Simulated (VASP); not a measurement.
A run of VASP 6.6.1 is set up as follows.

The input INCAR:

```
SYSTEM = PbS
PREC = Accurate ; ENCUT = 520
EDIFF = 1E-6 ; ISMEAR = 0
SIGMA = 0.03 ; LREAL = .FALSE.
LASPH = .TRUE. ; NELM = 60
ALGO = Normal ; ISIF = 2
LWAVE = .FALSE. ; LCHARG = .FALSE.
GGA = PE ; NBANDS = 17
```

The input KPOINTS:

```
Automatic mesh
0
G
  10 10 10
  0 0 0
```

The input POSCAR:

```
PbS
1.0
    0.0000000000      2.9205250000      2.8760500000
    2.9205250000      0.0000000000      2.8760500000
    2.9205250000      2.9205250000      0.0000000000
Pb S
1 1
Direct
    0.0000000000      0.0000000000      0.0000000000
    0.5000000000      0.5000000000      0.5000000000
```

Potentials or basis: VASP PAW PBE potentials, release 64 (Pb_d, S).

Command:

```console
$ cat potpaw_PBE.64/Pb_d/POTCAR potpaw_PBE.64/S/POTCAR > POTCAR
$ mpirun -np 1 vasp_std > vasp.out
```

Task: What does it give for the pressure?

Result: 6.5 GPa.

Task: What does it give for the band gap on the k mesh?

Result: 0.11 eV.

Stress tensor (GPa, compression positive):
```
5.64 0.00 0.00
0.00 5.64 0.00
0.00 0.00 8.35
```

Caveat: the cell differs from its parent crystal (strain -0.015 along x and y, -0.030 along z); the cell stands under pressure; spin-orbit coupling is left out, which moves the levels of the heavy elements. A k mesh can miss the band edges.
